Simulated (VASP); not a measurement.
Here is a VASP 6.6.1 calculation.

INCAR

```
SYSTEM = Si
PREC = Accurate
ENCUT = 520
EDIFF = 1E-6
ISMEAR = 0
SIGMA = 0.01
LREAL = .False.
LASPH = .True.
NELM = 60
ALGO = Normal
ISIF = 2
LWAVE = .False.
LCHARG = .False.
GGA = CA
NBANDS = 11
```

KPOINTS

```
Automatic mesh
0
Gamma
  12 12 12
  0 0 0
```

Contents of POSCAR:

```
Si
1.0
    0.0000000000      2.7329806565      2.7329806565
    2.7329806565      0.0000000000      2.7329806565
    2.7329806565      2.7329806565      0.0000000000
Si
2
Direct
    0.0000000000      0.0000000000      0.0000000000
    0.2500000000      0.2500000000      0.2500000000
```

Potentials or basis: VASP PAW LDA potentials, release 64 (Si).

Launch:

```bash
$ cat potpaw_LDA.64/Si/POTCAR > POTCAR
$ mpirun -np 1 vasp_std > vasp.out
```

(1) Estimate the band gap on the k mesh.

(2) Estimate the pressure.

Answers

(1) 0.50 eV, indirect (least direct gap 2.52 eV).

(2) -3.1 GPa.
